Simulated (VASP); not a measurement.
# ZrC (P6_3/mmc) in VASP: settings compared, part 2 of 2

VASP 6.6.1. The steps go on from the part before.

### 3 Single point, LDA

This run uses another cell than the first one, of 12.38 Å³/atom, 0.940 times its volume.

Contents of INCAR:

```
SYSTEM = ZrC
PREC = Accurate
ENCUT = 520
EDIFF = 1E-6
ISMEAR = -1
SIGMA = 0.05
LREAL = .FALSE.
LASPH = .TRUE.
NELM = 60
ALGO = Normal
ISIF = 2
LWAVE = .FALSE.
LCHARG = .FALSE.
NBANDS = 24
```

Contents of KPOINTS:

```
Automatic mesh
0
G
  9 9 5
  0 0 0
```

Contents of POSCAR:

```
ZrC
1.0
    3.3222430439      0.0000000000      0.0000000000
   -1.6611215219      2.8771468735      0.0000000000
    0.0000000000      0.0000000000      5.1820624332
Zr C
2 2
Direct
    0.6666666667      0.3333333333      0.7500000000
    0.3333333333      0.6666666667      0.2500000000
    0.0000000000      0.0000000000      0.5000000000
    0.0000000000      0.0000000000      0.0000000000
```

Potentials or basis: VASP PAW LDA potentials, release 64 (Zr_sv, C).

Run with:

```sh
cat potpaw_LDA.64/Zr_sv/POTCAR potpaw_LDA.64/C/POTCAR > POTCAR
mpirun -np 1 vasp_std > vasp.out
```

OUTCAR:

```text
SYSTEM = ZrC
   PREC = Accurate
   ENCUT = 520
   EDIFF = 1E-6
   ISMEAR = -1
   LREAL = .FALSE.
   LASPH = .TRUE.
   NELM = 60
   ISIF = 2

 ion  position               nearest neighbor table
   1  0.667  0.333  0.750-   3 2.31   4 2.31   3 2.31   4 2.31   3 2.31   4 2.31   2 3.22   2 3.22
                             2 3.22   2 3.22   2 3.22   2 3.22
   2  0.333  0.667  0.250-   3 2.31   4 2.31   3 2.31   4 2.31   3 2.31   4 2.31   1 3.22   1 3.22
                             1 3.22   1 3.22   1 3.22   1 3.22
   3  0.000  0.000  0.500-   1 2.31   2 2.31   2 2.31   1 2.31   1 2.31   2 2.31
   4  0.000  0.000  0.000-   1 2.31   2 2.31   2 2.31   1 2.31   1 2.31   2 2.31

  LATTYP: Found a hexagonal cell.
 ALAT       =     3.3222430439
 C/A-ratio  =     1.5598083478

  Lattice vectors:

 A1 = (   3.3222430439,   0.0000000000,   0.0000000000)
 A2 = (  -1.6611215219,   2.8771468735,   0.0000000000)
 A3 = (   0.0000000000,   0.0000000000,   5.1820624332)

Analysis of symmetry for initial positions (statically):
=====================================================================
 Subroutine PRICEL returns:
 Original cell was already a primitive cell.

 Routine SETGRP: Setting up the symmetry group for a
 hexagonal supercell.

 Subroutine GETGRP returns: Found 24 space group operations
 (whereof 12 operations were pure point group operations)
 out of a pool of 24 trial point group operations.

The static configuration has the point symmetry D_3d.
 The point group associated with its full space group is D_6h.

Analysis of symmetry for dynamics (positions and initial velocities):
=====================================================================
 Subroutine PRICEL returns:
 Original cell was already a primitive cell.

 Routine SETGRP: Setting up the symmetry group for a
 hexagonal supercell.

 Subroutine GETGRP returns: Found 24 space group operations
 (whereof 12 operations were pure point group operations)
 out of a pool of 24 trial point group operations.

The dynamic configuration has the point symmetry D_3d.
 The point group associated with its full space group is D_6h.

 Subroutine INISYM returns: Found 24 space group operations
 (whereof 12 operations are pure point group operations),
 and found     1 'primitive' translations

----------------------------------------------------------------------------------------

                                     Primitive cell

  volume of cell :      49.5332

  direct lattice vectors                    reciprocal lattice vectors
     3.322243044  0.000000000  0.000000000     0.301001458  0.173783273  0.000000000
    -1.661121522  2.877146874  0.000000000     0.000000000  0.347566546  0.000000000
     0.000000000  0.000000000  5.182062433     0.000000000  0.000000000  0.192973360

  length of vectors
     3.322243044  3.322243044  5.182062433     0.347566546  0.347566546  0.192973360

  position of ions in fractional coordinates (direct lattice)
     0.666666667  0.333333333  0.750000000
     0.333333333  0.666666667  0.250000000
     0.000000000  0.000000000  0.500000000
     0.000000000  0.000000000  0.000000000

  ion indices of the primitive-cell ions
   primitive index   ion index
                 1           1
                 2           2
                 3           3
                 4           4

----------------------------------------------------------------------------------------

 KPOINTS: Automatic mesh

Automatic generation of k-mesh.
 Grid dimensions read from file:
 generate k-points for:    9    9    5

 Generating k-lattice:

  Cartesian coordinates                     Fractional coordinates (reciprocal lattice)
     0.033444606  0.019309253  0.000000000     0.111111111 -0.000000000  0.000000000
     0.000000000  0.038618505  0.000000000     0.000000000  0.111111111  0.000000000
     0.000000000  0.000000000  0.038594672     0.000000000  0.000000000  0.200000000

  Length of vectors
     0.038618505  0.038618505  0.038594672

  Shift w.r.t. Gamma in fractional coordinates (k-lattice)
     0.000000000  0.000000000  0.000000000

 Subroutine IBZKPT returns following result:
 ===========================================

 Found     36 irreducible k-points:

 Following reciprocal coordinates:
            Coordinates               Weight
  0.000000  0.000000  0.000000      1.000000
  0.111111  0.000000  0.000000      6.000000
  0.222222  0.000000  0.000000      6.000000
  0.333333  0.000000  0.000000      6.000000
  0.444444  0.000000  0.000000      6.000000
  0.111111  0.111111  0.000000      6.000000
[... 16 lines left out ...]
  0.333333  0.222222  0.200000     24.000000
  0.333333  0.333333  0.200000      4.000000
 [... further k-points ...]
   k-points           NKPTS =     36   k-points in BZ     NKDIM =     36   number of bands    NBANDS=     24
   number of dos      NEDOS =    301   number of ions     NIONS =      4
   total plane-waves  NPLWV =  31360
   dimension x,y,z NGX =    28 NGY =   28 NGZ =   40
   dimension x,y,z NGXF=    56 NGYF=   56 NGZF=   80
   ions per type =               2   2
   NGX,Y,Z   is equivalent  to a cutoff of  14.01, 14.01, 12.83 a.u.
   NGXF,Y,Z  is equivalent  to a cutoff of  28.02, 28.02, 25.66 a.u.
 SYSTEM =  ZrC
   PREC   = accura    normal or accurate (medium, high low for compatibility)
   ISTART =      0    job   : 0-new  1-cont  2-samecut
   ICHARG =      2    charge: 1-file 2-atom 10-const
   ISPIN  =      1    spin polarized calculation?
   LNONCOLLINEAR =      F non collinear calculations
   LSORBIT =      F    spin-orbit coupling
   LASPH  =      T    aspherical Exc in radial PAW
   ENCUT  =  520.0 eV  38.22 Ry    6.18 a.u.   6.18  6.18  9.64*2*pi/ulx,y,z
   NELM   =     60;   NELMIN=  2; NELMDL= -5     # of ELM steps
   EDIFF  = 0.1E-05   stopping-criterion for ELM
   LREAL  =      F    real-space projection
   EDIFFG = 0.1E-04   stopping-criterion for IOM
   NSW    =      0    number of steps for IOM
   IBRION =     -1    ionic relax: 0-MD 1-quasi-New 2-CG
   NFREE  =      0    steps in history (QN), initial steepest desc. (CG)
   ISIF   =      2    stress and relaxation
   ISYM   =      2    0-nonsym 1-usesym 2-fastsym
   POTIM  = 0.5000    time-step for ionic-motion
   TEBEG  =    0.0;   TEEND  =   0.0 temperature during run
   PSTRESS=    0.0 pullay stress
   NELECT =      32.0000    total number of electrons
   NUPDOWN=      -1.0000    fix difference up-down
   EMIN   =  10.00;   EMAX   =-10.00  energy-range for DOS
   EFERMI =   0.00;   METHOD = LEGACY
   ISMEAR =    -1;   SIGMA  =   0.05  broadening in eV -4-tet -1-fermi 0-gaus
   EFERMI_NEDOS =   21; number of points for ismear=-14 and -15
   IALGO  =     38    algorithm
   IMIX   =      4    mixing-type and parameters
     AMIX     =   0.40;   BMIX     =  1.00
     AMIX_MAG =   1.60;   BMIX_MAG =  1.00
  volume/ion in A,a.u.               =      12.38        83.57
  Fermi-wavevector in a.u.,A,eV,Ry     =   1.415227  2.674391 27.250670  2.002868
  Thomas-Fermi vector in A             =   2.536687
   LORBIT       =      0    0 simple, 1 ext, 2 COOP (PROOUT), +10 PAW based schemes
   GGA     = CA    functional components
   LHFCALC =     F    Hartree Fock is set to
   AEXX    =    0.0000 exact exchange contribution
   IVDW    =     0    specifies the selected vdW correction
   LEPSILON=     F    determine dielectric tensor
   LRPA    =     F    only Hartree local field effects (RPA)
 non-spin polarized calculation
  energy-cutoff  :      520.00
  volume of cell :       49.53
 maximum number of plane-waves:      1346
 NGX is ok and might be reduce to    28
   NGX = 13   NGY = 13   NGZ = 19

 number of electron      32.0000000 magnetization

 Free energy of the ion-electron system (eV)
  ---------------------------------------------------
  ext. energy  EPLUGINS =         0.00000000
  ---------------------------------------------------
  free energy    TOTEN  =       -41.89732495 eV

  energy without entropy =      -41.89079375  energy(sigma->0) =      -41.89405935

 E-fermi :  10.2686     XC(G=0): -12.5852

 val. band max:       10.2544966220   @ k =   0.2222   0.2222   0.2000
 cond. band min:      10.2836053774   @ k =   0.1111   0.1111   0.2000
 fundamental gap:      0.0291087553
 Fermi energy:        10.2685504343

 k-point     1 :       0.0000    0.0000    0.0000
  band No.  band energies     occupation
      1     -37.5416      2.00000
      2     -37.3884      2.00000
      3     -16.4054      2.00000
      4     -15.5239      2.00000
      5     -15.5239      2.00000
      6     -15.4047      2.00000
[... 637 lines left out ...]
     23      18.0683      0.00000
     24      18.0684      0.00000

 [... further k-points ...]
[... 5 lines left out ...]
  --------------------------------------------------------------------------------------
  -------------------------------------------------------------------------------------
  Total        0.6701360      0.6701360      1.1641222      0.0000000      0.0000000     -0.0000000
  in kB       21.6759148     21.6759148     37.6541710      0.0000000      0.0000000     -0.0000000
  external PRESSURE =      27.0020002 kB  Pullay stress =       0.0000000 kB

 VOLUME and BASIS-vectors are now :
 -----------------------------------------------------------------------------
  energy-cutoff  :      520.00
  volume of cell :       49.53
      direct lattice vectors                 reciprocal lattice vectors
     3.322243044  0.000000000  0.000000000     0.301001458  0.173783273  0.000000000
    -1.661121522  2.877146874  0.000000000     0.000000000  0.347566546  0.000000000
     0.000000000  0.000000000  5.182062433     0.000000000  0.000000000  0.192973360

 POSITION                                       TOTAL-FORCE (eV/Angst)
 -----------------------------------------------------------------------------------
      1.66112      0.95905      3.88655         0.000000     -0.000000      0.000000
     -0.00000      1.91810      1.29552        -0.000000      0.000000      0.000000
      0.00000      0.00000      2.59103         0.000000     -0.000000      0.000000
      0.00000      0.00000      0.00000         0.000000     -0.000000      0.000000
 -----------------------------------------------------------------------------------
    total drift:                               -0.000000      0.000000     -0.000000

  FREE ENERGIE OF THE ION-ELECTRON SYSTEM (eV)
  ---------------------------------------------------
  free  energy   TOTEN  =       -41.8973249538 eV

  energy  without entropy=      -41.8907937488  energy(sigma->0) =      -41.89405935
```

OSZICAR:

```text
N       E                     dE             d eps       ncg     rms          rms(c)
DAV:   1     0.252303355223E+03    0.25230E+03   -0.17111E+04  1728   0.135E+03
DAV:   2    -0.280202016567E+02   -0.28032E+03   -0.26579E+03  2088   0.381E+02
DAV:   3    -0.478774562026E+02   -0.19857E+02   -0.19638E+02  3192   0.811E+01
DAV:   4    -0.484536171241E+02   -0.57616E+00   -0.57595E+00  1960   0.137E+01
DAV:   5    -0.484743802690E+02   -0.20763E-01   -0.20762E-01  2808   0.188E+00    0.323E+01
DAV:   6    -0.423709262955E+02    0.61035E+01   -0.32841E+01  2032   0.292E+01    0.128E+01
DAV:   7    -0.419359417942E+02    0.43498E+00   -0.28763E+00  2448   0.879E+00    0.938E+00
DAV:   8    -0.419505368084E+02   -0.14595E-01   -0.60347E-01  2008   0.380E+00    0.217E+00
DAV:   9    -0.418977247065E+02    0.52812E-01   -0.23589E-01  2312   0.196E+00    0.590E-01
DAV:  10    -0.418980991211E+02   -0.37441E-03   -0.10594E-02  2240   0.707E-01    0.374E-01
DAV:  11    -0.418973439444E+02    0.75518E-03   -0.22250E-03  2296   0.241E-01    0.696E-02
DAV:  12    -0.418973258285E+02    0.18116E-04   -0.11592E-04  2304   0.597E-02    0.113E-02
DAV:  13    -0.418973249538E+02    0.87473E-06   -0.73201E-06  1880   0.173E-02
   1 F= -.41897325E+02 E0= -.41894059E+02  d E =-.653120E-02
```

It took 18 s on 1 thread of Intel Xeon 6975P-C (Granite Rapids), shared host; peak memory 0.17 GiB.

What came out:

```
Free energy            : -41.8973 eV
Pressure               : 2.7 GPa
Band gap on the k mesh : zero (band 16 reaches 11.24 eV, above the bottom of band 17 at 10.25 eV)
```
